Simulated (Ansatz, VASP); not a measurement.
## ZnS: VASP beside Ansatz

```
CELL_PARAMETERS angstrom
0.00000 2.53102 2.53102
2.53102 0.00000 2.53102
2.53102 2.53102 0.00000
ATOMIC_POSITIONS crystal
Zn 0.00000 0.00000 0.00000
S 0.50000 0.50000 0.50000
```

Alike in both runs: task single point; functional PBE-based screened hybrid; k mesh 4 × 4 × 4; occupations fermi-dirac, width 0.02 eV; no spin polarisation.

|  | VASP | Ansatz |
| --- | --- | --- |
| version | VASP 6.6.1 | Ansatz 0.2.0 |
| potentials or method | VASP PAW PBE potentials, release 64 (Zn, S) | plane waves |
| plane-wave cutoff (eV) | 520 | 420 |
| valence electrons in the cell | 18 | 18 |

```tsv
	VASP	Ansatz	Ansatz less VASP
gap on the k mesh at the Fermi level (eV)	4.49	4.52	+0.021
pressure (GPa)	-1.5	-0.8	+0.72
```

VASP's potentials were made for PBE, not for PBE-based screened hybrid. Ansatz's warnings: stress exchange threshold loose, stress scf threshold loose.

The k mesh is coarse, so the values compare programs but aren't converged.
